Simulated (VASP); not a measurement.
Set up this calculation in VASP 6.6.1, as the native input.

```
Task                   : single point
Functional             : PBEsol
Potentials or basis    : VASP PAW PBE potentials, release 64 (Hf_pv)
Cutoff                 : 520 eV
k mesh                 : 18 × 18 × 18
Occupations            : gaussian, width 0.15 eV
Spin                   : no spin polarisation
Dipole correction      : no
Further INCAR settings : ALGO = Fast; EDIFF = 1e-07; NBANDS = 11
```

The structure of Hf lies in POSCAR:

```
Hf
1.0
    0.0000000000      2.1312000000      2.2200000000
    2.1312000000      0.0000000000      2.2200000000
    2.1312000000      2.1312000000      0.0000000000
Hf
1
Direct
    0.0000000000      0.0000000000      0.0000000000
```

This cell differs from its parent crystal: strain -0.040 along x and y, +0.000 along z.

One way to write it, as run:

INCAR

```
SYSTEM = Hf
PREC = Accurate ; ENCUT = 520
EDIFF = 1E-7 ; ISMEAR = 0
SIGMA = 0.15 ; LREAL = .FALSE.
LASPH = .TRUE. ; NELM = 100
ALGO = Fast ; ISIF = 2
LWAVE = .FALSE. ; LCHARG = .TRUE.
GGA = PS ; LELF = .TRUE.
LVHAR = .TRUE. ; NBANDS = 11
```

KPOINTS

```
regular mesh
0
G
  18 18 18
  0 0 0
```

Potentials or basis: VASP PAW PBE potentials, release 64 (Hf_pv).

Command:

```sh
$ cat potpaw_PBE.64/Hf_pv/POTCAR > POTCAR
$ mpirun -np 1 vasp_std > vasp.out
```

Results of the run:

| Property | Result |
| --- | --- |
| Pressure | 7.7 GPa |
| Band gap on the k mesh | zero (bands 5 and 6 overlap by 2.00 eV) |

Caveat: the cell differs from its parent crystal (strain -0.040 along x and y, +0.000 along z); the cell stands under pressure; the PAW data sets were made with another functional, which shifts forces and pressure a little; spin-orbit coupling is left out, which moves the levels of the heavy elements.

Wall time 35 s on 1 thread of Intel(R) Xeon(R) 6975P-C (Granite Rapids), with other jobs on the host, peak memory 0.22 GiB.
